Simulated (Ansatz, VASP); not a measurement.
# One calculation of CdS, two programs

INCAR

```
ALGO = Normal ; EDIFF = 1E-7
EDIFFG = -0.002 ; ENCUT = 500
GGA = CA ; GGA_COMPAT = False
IBRION = 2 ; ISIF = 3
ISMEAR = 0 ; LASPH = True
LCHARG = False ; LREAL = False
LWAVE = False ; NELM = 120
NELMIN = 4 ; NSW = 100
PREC = Accurate ; SIGMA = 0.02
```

File KPOINTS:

```
k-points
0
Gamma
  8 8 8
```

File POSCAR:

```
CdS
1.0
    0.0000000000      2.9200000000      2.9200000000
    2.9200000000      0.0000000000      2.9200000000
    2.9200000000      2.9200000000      0.0000000000
Cd S
1 1
Direct
    0.0000000000      0.0000000000      0.0000000000
    0.2500000000      0.2500000000      0.2500000000
```

Input for Ansatz:

```yaml
crystal:
  lattice:
    - [0.0, 2.92, 2.92]
    - [2.92, 0.0, 2.92]
    - [2.92, 2.92, 0.0]
  atoms:
    - { symbol: Cd, position: [0.0, 0.0, 0.0] }
    - { symbol: S, position: [0.25, 0.25, 0.25] }
basis:
  ecutwfc: 420
kpoints:
  mp_grid: { grid: [8, 8, 8] }
hamiltonian:
  xc: lda
  pseudopotentials: { kind: paw, azcp: { folder: soft_1 } }
scf:
  occupations: { method: gaussian, width: 0.02 }
output:
  forces: true
  stress: true
  eigenvalues: true
relax:
  adjacent_minimum: "off"
  f_tol: 0.002
  max_steps: 80
  cell: { stress_tol: 0.02 }
```

Alike in both runs: task relaxation of cell and atoms; functional LDA; k mesh 8 × 8 × 8; occupations gaussian, width 0.02 eV; no spin polarisation.

|  | VASP | Ansatz |
| --- | --- | --- |
| version | VASP 6.6.1 | Ansatz 0.2.0 |
| potentials or method | VASP PAW LDA potentials, release 64 (Cd, S), cutoff 500 eV | scalar-relativistic, plane waves, PAW |
| valence electrons in the cell | 18 | 26 |

|  | VASP | Ansatz | Ansatz less VASP |
| --- | --- | --- | --- |
| gap on the k mesh at the Fermi level, each at its own relaxed structure (eV) | 0.96 | 0.95 | -0.013 |
| relaxed volume (Å³/atom) | 24.04 | 23.84 | -0.192 |
| relaxed cell length with the largest relative difference (Å) | 4.081 | 4.070 | -0.0109 |

Ansatz warns that its potentials were made for another functional, while VASP's fit it. LDA's correlation is that of Perdew and Zunger in VASP and of Perdew and Wang (1992) in Ansatz. VASP's potentials hold 18 valence electrons a cell and Ansatz's 26, so a difference there can come from the potentials and not from the codes.
